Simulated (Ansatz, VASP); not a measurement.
**MgO in VASP and in Ansatz**

The input INCAR:

```
SYSTEM = MgO
PREC = Accurate
ENCUT = 840
EDIFF = 1E-6
ISMEAR = 0
SIGMA = 0.05
LREAL = .FALSE.
LASPH = .TRUE.
NELM = 120
ALGO = Normal
ISIF = 2
LWAVE = .FALSE.
LCHARG = .FALSE.
GGA = PE
NBANDS = 42
GGA_COMPAT = .FALSE.
```

The input KPOINTS:

```
regular mesh
0
G
  9 9 2
  0 0 0
```

Contents of POSCAR:

```
MgO
1.0
    3.2803754002      0.0000000000      0.0000000000
   -1.6401877001      2.8408884305      0.0000000000
    0.0000000000      0.0000000000     10.5147056238
Mg O
4 4
Direct
    0.3333333333      0.6666666667      0.9694791811
    0.0000000000      0.0000000000      0.2208070585
    0.0000000000      0.0000000000      0.7208070585
    0.6666666667      0.3333333333      0.4694791811
    0.3333333333      0.6666666667      0.7800540723
   -0.1341309900      0.0000000000      0.4878117132
    0.0000000000      0.0000000000      0.0296578681
    0.6666666667      0.3333333333      0.2800540723
```

Input for Ansatz:

```yaml
crystal:
  lattice:
    - [3.2803754002, 0.0, 0.0]
    - [-1.6401877001, 2.8408884305, 0.0]
    - [0.0, 0.0, 10.5147056238]
  atoms:
    - { symbol: Mg, position: [0.3333333333, 0.6666666667, 0.9694791811] }
    - { symbol: Mg, position: [0.0, 0.0, 0.2208070585] }
    - { symbol: Mg, position: [0.0, 0.0, 0.7208070585] }
    - { symbol: Mg, position: [0.6666666667, 0.3333333333, 0.4694791811] }
    - { symbol: O, position: [0.3333333333, 0.6666666667, 0.7800540723] }
    - { symbol: O, position: [-0.13413099, 0.0, 0.4878117132] }
    - { symbol: O, position: [0.0, 0.0, 0.0296578681] }
    - { symbol: O, position: [0.6666666667, 0.3333333333, 0.2800540723] }
basis:
  ecutwfc: 420
kpoints:
  mp_grid: { grid: [9, 9, 2] }
hamiltonian:
  xc: pbe
  pseudopotentials: { kind: paw, azcp: { folder: soft_1 } }
scf:
  occupations: { method: gaussian, width: 0.05 }
output:
  forces: true
  stress: true
  eigenvalues: true
```

Alike in both runs: task single point; functional PBE; k mesh 9 × 9 × 2; occupations gaussian, width 0.05 eV; no spin polarisation.

|  | VASP | Ansatz |
| --- | --- | --- |
| version | VASP 6.6.1 | Ansatz 0.2.0 |
| potentials or method | VASP PAW PBE potentials, release 64 (Mg_sv, O), cutoff 840 eV | scalar-relativistic, plane waves, PAW |
| valence electrons in the cell | 64 | 64 |

|  | VASP | Ansatz | Ansatz less VASP |
| --- | --- | --- | --- |
| gap on the k mesh at the Fermi level (eV) | 1.76 | 1.77 | +0.006 |
| least direct gap on the mesh (eV) | 1.76 | 1.77 | +0.006 |
| pressure (GPa) | 9.0 | 8.8 | -0.16 |
| traceless stress, the component that is largest in VASP (GPa) | -14.80 | -14.44 | +0.364 |
| rms of the force components (eV/Å) | 3.696 | 3.621 | -0.0753 |

Atom by atom the forces differ by 0.078 eV/Å (rms over components).
